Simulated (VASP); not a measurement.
# GaAs (F-43m) in VASP: a series of runs

GaAs is run at these levels: PBE; tasks: electric field gradients.

Program: VASP 6.6.1. These are calculated values, not measurements. Logs are shortened: lines on timing, memory, paths and dates and some standing lists are left out, and cuts for length are marked.

### Step 1. The cell of the first run

Symmetry: F-43m, No. 216, cubic system. The conventional cell has a = 5.616 Å, b = 5.616 Å, c = 5.616 Å, α = 90.00°, β = 90.00°, γ = 90.00°. Ga (site symmetry -43m) has 4 As at 2.43 Å within 3.2 Å. Within 3.2 Å of As (site symmetry -43m) lie 4 Ga at 2.43 Å.

### Step 2. Electric field gradients, PBE (volume scaled by 0.98)

File INCAR:

```
SYSTEM = GaAs
PREC = Accurate
ENCUT = 520
EDIFF = 1E-8
ISMEAR = -1
SIGMA = 0.05
LREAL = .FALSE.
LASPH = .TRUE.
NELM = 80
ALGO = Normal
ISIF = 2
LWAVE = .FALSE.
LCHARG = .FALSE.
GGA = PE
LEFG = .TRUE.
NBANDS = 16
```

File KPOINTS:

```
regular mesh
0
G
  11 11 11
  0 0 0
```

File POSCAR:

```
GaAs
1.0
    0.0000000000      2.8078772807      2.8078772807
    2.8078772807      0.0000000000      2.8078772807
    2.8078772807      2.8078772807      0.0000000000
Ga As
1 1
Direct
    0.0000000000      0.0000000000      0.0000000000
    0.7500000000      0.7500000000      0.7500000000
```

Potentials or basis: VASP PAW PBE potentials, release 64 (Ga_d, As).

Command:

```sh
$ cat potpaw_PBE.64/Ga_d/POTCAR potpaw_PBE.64/As/POTCAR > POTCAR
$ mpirun -np 1 vasp_std > vasp.out
```

OUTCAR:

```text
SYSTEM = GaAs
   PREC = Accurate
   ENCUT = 520
   EDIFF = 1E-8
   ISMEAR = -1
   LREAL = .FALSE.
   LASPH = .TRUE.
   NELM = 80
   ISIF = 2
   GGA = PE

 ion  position               nearest neighbor table
   1  0.000  0.000  0.000-   2 2.43   2 2.43   2 2.43   2 2.43
   2  0.750  0.750  0.750-   1 2.43   1 2.43   1 2.43   1 2.43

  LATTYP: Found a face centered cubic cell.
 ALAT       =     5.6157545614

  Lattice vectors:

 A1 = (   0.0000000000,   2.8078772807,   2.8078772807)
 A2 = (   2.8078772807,   0.0000000000,   2.8078772807)
 A3 = (   2.8078772807,   2.8078772807,   0.0000000000)

Analysis of symmetry for initial positions (statically):
=====================================================================
 Subroutine PRICEL returns:
 Original cell was already a primitive cell.

 Routine SETGRP: Setting up the symmetry group for a
 face centered cubic supercell.

 Subroutine GETGRP returns: Found 24 space group operations
 (whereof 24 operations were pure point group operations)
 out of a pool of 48 trial point group operations.

The static configuration has the point symmetry T_d .

Analysis of symmetry for dynamics (positions and initial velocities):
=====================================================================
 Subroutine PRICEL returns:
 Original cell was already a primitive cell.

 Routine SETGRP: Setting up the symmetry group for a
 face centered cubic supercell.

 Subroutine GETGRP returns: Found 24 space group operations
 (whereof 24 operations were pure point group operations)
 out of a pool of 48 trial point group operations.

The dynamic configuration has the point symmetry T_d .

 Subroutine INISYM returns: Found 24 space group operations
 (whereof 24 operations are pure point group operations),
 and found     1 'primitive' translations

----------------------------------------------------------------------------------------

                                     Primitive cell

  volume of cell :      44.2756

  direct lattice vectors                    reciprocal lattice vectors
     0.000000000  2.807877281  2.807877281    -0.178070460  0.178070460  0.178070460
     2.807877281  0.000000000  2.807877281     0.178070460 -0.178070460  0.178070460
     2.807877281  2.807877281  0.000000000     0.178070460  0.178070460 -0.178070460

  length of vectors
     3.970938132  3.970938132  3.970938132     0.308427085  0.308427085  0.308427085

  position of ions in fractional coordinates (direct lattice)
     0.000000000  0.000000000  0.000000000
     0.750000000  0.750000000  0.750000000

  ion indices of the primitive-cell ions
   primitive index   ion index
                 1           1
                 2           2

----------------------------------------------------------------------------------------

 KPOINTS: regular mesh

Automatic generation of k-mesh.
 Grid dimensions read from file:
 generate k-points for:   11   11   11

 Generating k-lattice:

  Cartesian coordinates                     Fractional coordinates (reciprocal lattice)
    -0.016188224  0.016188224  0.016188224     0.090909091  0.000000000  0.000000000
     0.016188224 -0.016188224  0.016188224     0.000000000  0.090909091  0.000000000
     0.016188224  0.016188224 -0.016188224     0.000000000  0.000000000  0.090909091

  Length of vectors
     0.028038826  0.028038826  0.028038826

  Shift w.r.t. Gamma in fractional coordinates (k-lattice)
     0.000000000  0.000000000  0.000000000

 Subroutine IBZKPT returns following result:
 ===========================================

 Found     56 irreducible k-points:

 Following reciprocal coordinates:
            Coordinates               Weight
  0.000000  0.000000  0.000000      1.000000
  0.090909  0.000000  0.000000      8.000000
  0.181818  0.000000  0.000000      8.000000
  0.272727  0.000000  0.000000      8.000000
  0.363636  0.000000  0.000000      8.000000
  0.454545  0.000000  0.000000      8.000000
[... 16 lines left out ...]
 -0.272727  0.181818  0.000000     24.000000
 -0.181818  0.181818  0.000000     12.000000
 [... further k-points ...]
   k-points           NKPTS =     56   k-points in BZ     NKDIM =     56   number of bands    NBANDS=     16
   number of dos      NEDOS =    301   number of ions     NIONS =      2
   total plane-waves  NPLWV =  27000
   dimension x,y,z NGX =    30 NGY =   30 NGZ =   30
   dimension x,y,z NGXF=    60 NGYF=   60 NGZF=   60
   ions per type =               1   1
   NGX,Y,Z   is equivalent  to a cutoff of  12.56, 12.56, 12.56 a.u.
   NGXF,Y,Z  is equivalent  to a cutoff of  25.12, 25.12, 25.12 a.u.
 SYSTEM =  GaAs
   PREC   = accura    normal or accurate (medium, high low for compatibility)
   ISTART =      0    job   : 0-new  1-cont  2-samecut
   ICHARG =      2    charge: 1-file 2-atom 10-const
   ISPIN  =      1    spin polarized calculation?
   LNONCOLLINEAR =      F non collinear calculations
   LSORBIT =      F    spin-orbit coupling
   LASPH  =      T    aspherical Exc in radial PAW
   ENCUT  =  520.0 eV  38.22 Ry    6.18 a.u.   7.38  7.38  7.38*2*pi/ulx,y,z
   NELM   =     80;   NELMIN=  2; NELMDL= -5     # of ELM steps
   EDIFF  = 0.1E-07   stopping-criterion for ELM
   LREAL  =      F    real-space projection
   EDIFFG = 0.1E-06   stopping-criterion for IOM
   NSW    =      0    number of steps for IOM
   IBRION =     -1    ionic relax: 0-MD 1-quasi-New 2-CG
   NFREE  =      0    steps in history (QN), initial steepest desc. (CG)
   ISIF   =      2    stress and relaxation
   ISYM   =      2    0-nonsym 1-usesym 2-fastsym
   POTIM  = 0.5000    time-step for ionic-motion
   TEBEG  =    0.0;   TEEND  =   0.0 temperature during run
   PSTRESS=    0.0 pullay stress
   NELECT =      18.0000    total number of electrons
   NUPDOWN=      -1.0000    fix difference up-down
   EMIN   =  10.00;   EMAX   =-10.00  energy-range for DOS
   EFERMI =   0.00;   METHOD = LEGACY
   ISMEAR =    -1;   SIGMA  =   0.05  broadening in eV -4-tet -1-fermi 0-gaus
   EFERMI_NEDOS =   21; number of points for ismear=-14 and -15
   IALGO  =     38    algorithm
   IMIX   =      4    mixing-type and parameters
     AMIX     =   0.40;   BMIX     =  1.00
     AMIX_MAG =   1.60;   BMIX_MAG =  1.00
  volume/ion in A,a.u.               =      22.14       149.39
  Fermi-wavevector in a.u.,A,eV,Ry     =   1.212767  2.291798 20.011517  1.470805
  Thomas-Fermi vector in A             =   2.348241
   LORBIT       =      0    0 simple, 1 ext, 2 COOP (PROOUT), +10 PAW based schemes
   GGA     = PE    functional components
   LHFCALC =     F    Hartree Fock is set to
   AEXX    =    0.0000 exact exchange contribution
   IVDW    =     0    specifies the selected vdW correction
   LEPSILON=     F    determine dielectric tensor
   LRPA    =     F    only Hartree local field effects (RPA)
 non-spin polarized calculation
  energy-cutoff  :      520.00
  volume of cell :       44.28
 maximum number of plane-waves:      1243
 NGX is ok and might be reduce to    30
   NGX = 15   NGY = 15   NGZ = 15

 number of electron      18.0000010 magnetization

 Free energy of the ion-electron system (eV)
  ---------------------------------------------------
  ext. energy  EPLUGINS =         0.00000000
  ---------------------------------------------------
  free energy    TOTEN  =        -8.22733231 eV

  energy without entropy =       -8.22732913  energy(sigma->0) =       -8.22733072

 E-fermi :   4.4989     XC(G=0):  -9.6795

 val. band max:        4.1229765929   @ k =   0.0000   0.0000   0.0000
 cond. band min:       4.7973022472   @ k =   0.0000   0.0000   0.0000
 fundamental gap:      0.6743256543
 Fermi energy:         4.4988845129

 k-point     1 :       0.0000    0.0000    0.0000
  band No.  band energies     occupation
      1     -10.7208      2.00000
      2     -10.7208      2.00000
      3     -10.7208      2.00000
      4     -10.6364      2.00000
      5     -10.6364      2.00000
      6      -8.7498      2.00000
[... 8 lines left out ...]
     15      14.2962      0.00000
     16      14.2962      0.00000

 k-point     2 :       0.0909    0.0000    0.0000
  band No.  band energies     occupation
      1     -10.7290      2.00000
      2     -10.7187      2.00000
      3     -10.7187      2.00000
      4     -10.6366      2.00000
      5     -10.6366      2.00000
      6      -8.6495      2.00000
[... 8 lines left out ...]
     15      13.6840      0.00000
     16      13.6840      0.00000
[... 387 lines left out ...]
      5     -10.6348      2.00000
      6      -7.2775      2.00000
[... 8 lines left out ...]
     15      14.6809      0.00000
     16      16.4265      0.00000

 k-point    24 :      -0.1818    0.1818    0.0000
  band No.  band energies     occupation
      1     -10.7810      2.00000
      2     -10.7048      2.00000
      3     -10.7019      2.00000
      4     -10.6397      2.00000
      5     -10.6343      2.00000
      6      -7.7621      2.00000
[... 8 lines left out ...]
     15      14.4488      0.00000
     16      15.1771      0.00000

 [... further k-points ...]
[... 5 lines left out ...]
  --------------------------------------------------------------------------------------
  -------------------------------------------------------------------------------------
  Total        1.4097156      1.4097156      1.4097156     -0.0000000     -0.0000000      0.0000000
  in kB       51.0126306     51.0126306     51.0126306     -0.0000000     -0.0000000      0.0000000
  external PRESSURE =      51.0126306 kB  Pullay stress =       0.0000000 kB

 VOLUME and BASIS-vectors are now :
 -----------------------------------------------------------------------------
  energy-cutoff  :      520.00
  volume of cell :       44.28
      direct lattice vectors                 reciprocal lattice vectors
     0.000000000  2.807877281  2.807877281    -0.178070460  0.178070460  0.178070460
     2.807877281  0.000000000  2.807877281     0.178070460 -0.178070460  0.178070460
     2.807877281  2.807877281  0.000000000     0.178070460  0.178070460 -0.178070460

 POSITION                                       TOTAL-FORCE (eV/Angst)
 -----------------------------------------------------------------------------------
      0.00000      0.00000      0.00000        -0.000000     -0.000000     -0.000000
      4.21182      4.21182      4.21182         0.000000      0.000000      0.000000
 -----------------------------------------------------------------------------------
    total drift:                               -0.000001     -0.000001     -0.000001

  FREE ENERGIE OF THE ION-ELECTRON SYSTEM (eV)
  ---------------------------------------------------
  free  energy   TOTEN  =        -8.2273323146 eV

  energy  without entropy=       -8.2273291330  energy(sigma->0) =       -8.22733072

 Electric field gradients (V/A^2)
---------------------------------------------------------------------
 ion       V_xx      V_yy      V_zz      V_xy      V_xz      V_yz
---------------------------------------------------------------------
   1      -0.000    -0.000    -0.000    -0.003    -0.003    -0.003
   2       0.000    -0.000    -0.000     0.000     0.000     0.000
---------------------------------------------------------------------

 Electric field gradients after diagonalization (V/A^2)
 (convention: |V_zz| > |V_xx| > |V_yy|)
----------------------------------------------------------------------
 ion       V_xx      V_yy      V_zz     asymmetry (V_yy - V_xx)/ V_zz
----------------------------------------------------------------------
   1       0.003     0.003    -0.007       0.000
   2      -0.000    -0.000     0.000       0.000
----------------------------------------------------------------------

           NMR quadrupolar parameters

 Cq : quadrupolar parameter    Cq=e*Q*V_zz/h
 eta: asymmetry parameters     (V_yy - V_xx)/ V_zz
 Q  : nuclear electric quadrupole moment in mb (millibarn)
----------------------------------------------------------------------
 ion       Cq(MHz)       eta       Q (mb)
----------------------------------------------------------------------
   1      -0.000       0.000       1.000
   2       0.000       0.000       1.000
----------------------------------------------------------------------
```

Run time: 86 s. Hardware: 1 thread of AMD EPYC, shared host; peak memory 0.16 GiB.

What came out:

```yaml
Free_energy: -8.2273 eV
Pressure: 5.1 GPa
Band_gap_on_the_k_mesh: 0.67 eV, direct
```

Caveat: without QUAD_EFG the Cq values of the log hold for a quadrupole moment of 1 mb, not for the nuclei. A k mesh can miss the band edges.

(Continued in part 2 of 2.)
